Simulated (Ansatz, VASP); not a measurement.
**TaN: VASP beside Ansatz**

File INCAR:

```
PREC = Accurate ; ENCUT = 520
EDIFF = 1E-6 ; ISMEAR = 0
SIGMA = 0.15 ; LREAL = False
LASPH = True ; NELM = 60
ALGO = Normal ; ISIF = 2
LWAVE = False ; LCHARG = False
GGA = PS ; NBANDS = 15
```

Contents of KPOINTS:

```
regular mesh
0
Gamma
  24 24 20
```

Contents of POSCAR:

```
TaN
1.0
    2.9239890447      0.0000000000      0.0000000000
   -1.4619945224      2.5322487931      0.0000000000
    0.0000000000      0.0000000000      2.8707276427
Ta N
1 1
Direct
    0.3333333333      0.6666666667      0.5000000000
    0.0000000000      0.0000000000      0.0696687478
```

Input for Ansatz:

```yaml
crystal:
  lattice:
    - [2.9239890447, 0.0, 0.0]
    - [-1.4619945224, 2.5322487931, 0.0]
    - [0.0, 0.0, 2.8707276427]
  atoms:
    - { symbol: Ta, position: [0.3333333333, 0.6666666667, 0.5] }
    - { symbol: "N", position: [0.0, 0.0, 0.0696687478] }
basis:
  ecutwfc: 420
kpoints:
  mp_grid: { grid: [24, 24, 20] }
hamiltonian:
  xc: pbesol
scf:
  occupations: { method: gaussian, width: 0.15 }
output:
  forces: true
  stress: true
  eigenvalues: true
```

Change from the starting cell: all N atoms moved -0.200 Å, as atom 2 towards its neighbour atom 2 (N) at 2.871 Å.

Alike in both runs: task single point; functional PBEsol; k mesh 24 × 24 × 20; occupations gaussian, width 0.15 eV; no spin polarisation.

```csv
,VASP,Ansatz
version,VASP 6.6.1,Ansatz 0.2.0
potentials or method,"VASP PAW PBE potentials, release 64 (Ta_pv, N), cutoff 520 eV","scalar-relativistic, plane waves, PAW"
valence electrons in the cell,16,18
```

```csv
,VASP,Ansatz,Ansatz less VASP
gap on the k mesh at the Fermi level (eV),none,none,-
pressure (GPa),9.7,8.7,-0.95
"traceless stress, the component that is largest in VASP (GPa)",1.08,0.99,-0.094
rms of the force components (eV/Å),1.851,1.834,-0.0174
```

VASP's potentials were made for PBE, not for PBEsol. Atom by atom the forces differ by 0.017 eV/Å (rms over components). A gap of «none» marks a metal or a gap that the smearing closes. VASP's potentials hold 16 valence electrons a cell and Ansatz's 18, so a difference there can come from the potentials and not from the codes.

Neither program's run includes spin-orbit coupling.
